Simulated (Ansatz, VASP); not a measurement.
Two plane-wave programs on HfO2

```
CELL_PARAMETERS angstrom
0.02238 2.55750 2.55750
2.55750 0.02238 2.55750
2.57988 2.57988 0.00000
ATOMIC_POSITIONS crystal
Hf 0.00000 0.00000 0.00000
O 0.25000 0.25000 0.25000
O 0.75000 0.75000 0.75000
```

Change from the starting cell: strain +0.0175 x Voigt [0, 0, 0, 0, 0, 1], atoms carried along.

Alike in both runs: task single point; functional PBE; k mesh 8 × 8 × 8; occupations gaussian, width 0.05 eV; no spin polarisation.

|  | VASP | Ansatz |
| --- | --- | --- |
| version | VASP 6.6.1 | Ansatz 0.2.0 |
| potentials or method | VASP PAW PBE potentials, release 64 (Hf_pv, O), cutoff 520 eV | scalar-relativistic, plane waves, PAW |
| valence electrons in the cell | 22 | 38 |

|  | VASP | Ansatz | Ansatz less VASP |
| --- | --- | --- | --- |
| gap on the k mesh at the Fermi level (eV) | 3.73 | 3.72 | -0.009 |
| least direct gap on the mesh (eV) | 3.73 | 3.72 | -0.009 |
| pressure (GPa) | -5.9 | -2.4 | +3.53 |
| traceless stress, the component that is largest in VASP (GPa) | -1.37 | -1.45 | -0.079 |
| rms of the force components (eV/Å) | 0.046 | 0.051 | +0.0051 |

Atom by atom the forces differ by 0.005 eV/Å (rms over components). VASP's potentials hold 22 valence electrons a cell and Ansatz's 38, so a difference there can come from the potentials and not from the codes.

Spin-orbit coupling is off throughout.
